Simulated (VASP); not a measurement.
# W2F3 (P-3m1) in VASP: a series of runs, part 2 of 2

VASP 6.6.1.

### Step 4. Single point, PBE, collinear spin

File INCAR:

```
PREC     = Accurate       # precision mode
ENCUT    = 520            # plane-wave cutoff, eV
EDIFF    = 1E-6           # SCF threshold, eV
ISMEAR   = 0              # smearing method
SIGMA    = 0.1            # smearing width, eV
LREAL    = F              # projectors in reciprocal space
LASPH    = T              # aspherical terms in the spheres
NELM     = 150            # most SCF steps
ALGO     = Normal         # electronic algorithm
ISIF     = 2              # what is computed and relaxed
LWAVE    = F              # write WAVECAR
LCHARG   = F              # write CHGCAR
ISPIN    = 2              # spin polarisation
MAGMOM   = 0.21 0.21 0.02 0.01 0.01 # initial moments
LORBIT   = 11             # projections on sites
LMAXMIX  = 4              # l up to which the mixer works
GGA      = PE             # functional
NBANDS   = 36             # bands
```

File KPOINTS:

```
regular mesh
0
Gamma
  6 6 4
```

File POSCAR:

```
W2F3
1.0
    3.5919326816      0.0000000000      0.0000000000
   -1.7959663408      3.1107049509      0.0000000000
    0.0000000000      0.0000000000      5.5884637914
W F
2 3
Direct
    0.3333333333      0.6666666667      0.2450000000
    0.6666666667      0.3333333333      0.7550000000
    0.0000000000      0.0000000000      0.0000000000
    0.3333333333      0.6666666667      0.6450000000
    0.6666666667      0.3333333333      0.3550000000
```

Potentials or basis: VASP PAW PBE potentials, release 64 (W_sv, F).

The run is started by

```
$ cat potpaw_PBE.64/W_sv/POTCAR potpaw_PBE.64/F/POTCAR > POTCAR
$ mpirun -np 1 vasp_std > vasp.out
```

OUTCAR:

```text
PREC = Accurate
   ENCUT = 520
   EDIFF = 1E-6
   ISMEAR = 0
   LREAL = F
   LASPH = T
   NELM = 150
   ISIF = 2
   ISPIN = 2
   LORBIT = 11
   GGA = PE

 ion  position               nearest neighbor table
   1  0.333  0.667  0.245-   5 2.16   5 2.16   5 2.16   4 2.24   3 2.49   3 2.49   3 2.49   2 3.43
                             2 3.43   2 3.43
   2  0.667  0.333  0.755-   4 2.16   4 2.16   4 2.16   5 2.24   3 2.49   3 2.49   3 2.49   1 3.43
                             1 3.43   1 3.43
   3  0.000  0.000  0.000-   1 2.49   2 2.49   1 2.49   2 2.49   2 2.49   1 2.49
   4  0.333  0.667  0.645-   2 2.16   2 2.16   2 2.16   1 2.24
   5  0.667  0.333  0.355-   1 2.16   1 2.16   1 2.16   2 2.24

  LATTYP: Found a hexagonal cell.
 ALAT       =     3.5919326816
 C/A-ratio  =     1.5558375634

  Lattice vectors:

 A1 = (   3.5919326816,   0.0000000000,   0.0000000000)
 A2 = (  -1.7959663408,   3.1107049509,   0.0000000000)
 A3 = (   0.0000000000,   0.0000000000,   5.5884637914)

Analysis of symmetry for initial positions (statically):
=====================================================================
 Subroutine PRICEL returns:
 Original cell was already a primitive cell.

 Routine SETGRP: Setting up the symmetry group for a
 hexagonal supercell.

 Subroutine GETGRP returns: Found 12 space group operations
 (whereof 12 operations were pure point group operations)
 out of a pool of 24 trial point group operations.

The static configuration has the point symmetry D_3d.

Analysis of symmetry for dynamics (positions and initial velocities):
=====================================================================
 Subroutine PRICEL returns:
 Original cell was already a primitive cell.

 Routine SETGRP: Setting up the symmetry group for a
 hexagonal supercell.

 Subroutine GETGRP returns: Found 12 space group operations
 (whereof 12 operations were pure point group operations)
 out of a pool of 24 trial point group operations.

The dynamic configuration has the point symmetry D_3d.

Analysis of structural, dynamic, and magnetic symmetry:
[... 173 lines left out ...]

 k-point     1 :       0.0000    0.0000    0.0000
  band No.  band energies     occupation
      1     -66.9537      1.00000
      2     -66.9468      1.00000
      3     -31.2661      1.00000
      4     -31.1942      1.00000
      5     -31.1942      1.00000
      6     -31.1668      1.00000
[... 925 lines left out ...]
     35      15.2609      0.00000
     36      16.2987      0.00000
 Fermi energy:         8.3030705633

 spin component 2

 k-point     1 :       0.0000    0.0000    0.0000
  band No.  band energies     occupation
      1     -66.8140      1.00000
      2     -66.8071      1.00000
      3     -31.0749      1.00000
      4     -31.0107      1.00000
      5     -31.0107      1.00000
      6     -30.9832      1.00000
[... 925 lines left out ...]
     35      15.4227      0.00000
     36      16.4627      0.00000

------------------------ aborting loop because EDIFF is reached ----------------------------------------

  FORCE on cell =-STRESS in cart. coord.  units (eV):
  Direction    XX          YY          ZZ          XY          YZ          ZX
  --------------------------------------------------------------------------------------
  -------------------------------------------------------------------------------------
  Total        4.3104714      4.3104714      1.9311432      0.0000000      0.0000000      0.0000000
  in kB      110.6001972    110.6001972     49.5502223      0.0000000      0.0000000      0.0000000
  external PRESSURE =      90.2502056 kB  Pullay stress =       0.0000000 kB

 VOLUME and BASIS-vectors are now :
 -----------------------------------------------------------------------------
  energy-cutoff  :      520.00
  volume of cell :       62.44
      direct lattice vectors                 reciprocal lattice vectors
     3.591932682  0.000000000  0.000000000     0.278401654  0.160735270  0.000000000
    -1.795966341  3.110704951  0.000000000     0.000000000  0.321470540  0.000000000
     0.000000000  0.000000000  5.588463791     0.000000000  0.000000000  0.178940052

 POSITION                                       TOTAL-FORCE (eV/Angst)
 -----------------------------------------------------------------------------------
     -0.00000      2.07380      1.36917         0.000000      0.000000     -4.497272
      1.79597      1.03690      4.21929         0.000000     -0.000000      4.497272
      0.00000      0.00000      0.00000         0.000000      0.000000      0.000000
     -0.00000      2.07380      3.60456        -0.000000     -0.000000     -0.385201
      1.79597      1.03690      1.98390         0.000000      0.000000      0.385201
 -----------------------------------------------------------------------------------
    total drift:                                0.000000     -0.000000      0.000000

  FREE ENERGIE OF THE ION-ELECTRON SYSTEM (eV)
  ---------------------------------------------------
  free  energy   TOTEN  =       -28.5514384806 eV

  energy  without entropy=      -28.5264800249  energy(sigma->0) =      -28.53895925

 total charge

# of ion       s       p       d       tot
------------------------------------------
    1        2.233   6.110   3.327  11.670
    2        2.233   6.110   3.327  11.670
    3        1.796   4.234   0.000   6.031
    4        1.756   4.348   0.000   6.104
    5        1.756   4.348   0.000   6.104
--------------------------------------------------
tot          9.775  25.150   6.654  41.579

 magnetization (x)

# of ion       s       p       d       tot
------------------------------------------
    1        0.007   0.005   0.284   0.296
    2        0.007   0.005   0.284   0.296
    3        0.003   0.016   0.000   0.018
    4        0.004   0.001   0.000   0.006
    5        0.004   0.001   0.000   0.006
--------------------------------------------------
tot          0.026   0.027   0.569   0.623
```

stdout:

```text
POSCAR found type information on POSCAR W F
 POSCAR found :  2 types and       5 ions
 scaLAPACK will be used
 LDA part: xc-table for (Slater+PW92), standard interpolation
 POSCAR, INCAR and KPOINTS ok, starting setup
 FFT: planning ... GRIDC
 FFT: planning ... GRID_SOFT
 FFT: planning ... GRID
 WAVECAR not read
 entering main loop
```

Run time: 1.9 min. Hardware: 1 thread of Intel Xeon Platinum 8488C (Sapphire Rapids), shared host; peak memory 0.24 GiB.

What came out:

```
Free energy                                           : -28.5514 eV
Pressure                                              : 9.0 GPa
Largest force                                         : 4.497 eV/Å
Net moment                                            : 0.77 μB per cell
Site moments                                          : W +0.30; F +0.02, +0.01 (each value once) μB
Valence electrons inside the program's atomic spheres : W 11.67; F 6.03, 6.10 (each value once)
```

Forces in eV/Å, atoms in the order of the input:
```
W    0.000  0.000 -4.497
W    0.000  0.000  4.497
F    0.000  0.000  0.000
F    0.000  0.000 -0.385
F    0.000  0.000  0.385
```

Caveat: the cell stands under pressure; spin-orbit coupling is left out, which moves the levels of the heavy elements; forces of over 1 eV/Å act on the atoms, so gaps and moduli don't describe the material at rest.

### Step 5. Overview

| task | spin | cell | cutoff (eV) | gap on the mesh (eV) | pressure (GPa) | largest force (eV/Å) |
| --- | --- | --- | --- | --- | --- | --- |
| single point | off | as given | 520 | none | 8.9 | 4.54 |
| relaxation of cell and atoms | off | relaxed | 600 | none | -0.2 | 0.03 |
| single point | collinear | as given | 520 | none | 9.0 | 4.50 |

Alike in all rows: level PBE; potentials or basis VASP PAW PBE potentials, release 64 (W_sv, F); k mesh 6 × 6 × 4; smearing gaussian 0.1 eV.

Caveats: spin-orbit coupling is left out, which moves the levels of the heavy elements; the cell stands under pressure (at least some runs); an odd number of electrons without spin polarisation forces a metal (at least some runs); a magnetic or distorted state may lie lower (at least some runs); a cell axis changed by over 15 % at a fixed basis, so the end point is rough (at least some runs); forces of over 1 eV/Å act on the atoms, so gaps and moduli don't describe the material at rest (at least some runs).

Absolute energies hang on the potentials; compare differences alone.
